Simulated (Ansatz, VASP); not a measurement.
## Two plane-wave programs on Al3Cu2

```xyz
5
Lattice="4.0473 0.0074 0.0200 -2.0172 3.4831 -0.0121 0.0245 -0.0029 4.9807" Properties=species:S:1:pos:R:3 pbc="T T T"
Al    0.0011   -0.0080   -0.0189
Al    0.0780    2.1443    1.6160
Al    1.9417    1.1231    3.2583
Cu   -0.1135    2.2842    4.2564
Cu    2.0420    1.0183    0.6548
```

Change from the starting cell: kmesh displaced: [4, 4, 4] Gamma-centred.

Alike in both runs: task single point; functional PBEsol; k mesh 4 × 4 × 4; occupations gaussian, width 0.1 eV; no spin polarisation.

|  | VASP | Ansatz |
| --- | --- | --- |
| version | VASP 6.6.1 | Ansatz 0.2.0 |
| potentials or method | VASP PAW PBE potentials, release 64 (Al, Cu), cutoff 520 eV | scalar-relativistic, plane waves, PAW |
| valence electrons in the cell | 31 | 47 |

Ansatz gave:

- gap on the k mesh at the Fermi level (eV): none
- pressure (GPa): 7.3
- traceless stress, the component that is largest in VASP (GPa): -3.15
- rms of the force components (eV/Å): 0.770

Problem. What did VASP give for the same quantities?

Solution. gap on the k mesh at the Fermi level (eV): none; pressure (GPa): 7.4; traceless stress, the component that is largest in VASP (GPa): -3.17; rms of the force components (eV/Å): 0.776.

VASP's potentials were made for PBE, not for PBEsol. Atom by atom the forces differ by 0.006 eV/Å (rms over components). A gap of «none» marks a metal or a gap that the smearing closes. The functional is the same, so the differences come from potentials, cutoffs and numerics. VASP's potentials hold 31 valence electrons a cell and Ansatz's 47, so a difference there can come from the potentials and not from the codes.

The k mesh is coarse, so the values compare programs but aren't converged.
